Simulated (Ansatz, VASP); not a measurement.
## Two plane-wave programs on SiC

```
Si C
1.0
     3.14907    0.00000    0.00000
    -1.57454    2.72718    0.00000
     0.00000    0.00000    4.89177
Si C
2 2
Direct
  0.33333 0.66667 0.00456
  0.66667 0.33333 0.50456
  0.33333 0.66667 0.42517
  0.66667 0.33333 0.92517
```

Alike in both runs: task single point; functional PBE; k mesh 12 × 12 × 6; occupations gaussian, width 0.05 eV; no spin polarisation.

|  | VASP | Ansatz |
| --- | --- | --- |
| version | VASP 6.6.1 | Ansatz 0.2.0 |
| potentials or method | VASP PAW PBE potentials, release 64 (Si, C), cutoff 520 eV | scalar-relativistic, plane waves, PAW |
| valence electrons in the cell | 16 | 16 |

|  | VASP | Ansatz | Ansatz less VASP |
| --- | --- | --- | --- |
| gap on the k mesh at the Fermi level (eV) | 0.87 | 0.88 | +0.008 |
| least direct gap on the mesh (eV) | 2.38 | 2.37 | -0.001 |
| pressure (GPa) | -0.4 | -0.3 | +0.04 |
| traceless stress, the component that is largest in VASP (GPa) | 4.80 | 4.71 | -0.091 |
| rms of the force components (eV/Å) | 1.203 | 1.200 | -0.0027 |

Atom by atom the forces differ by 0.003 eV/Å (rms over components). With one functional, cell and mesh, what is left measures potentials, basis and numerics.
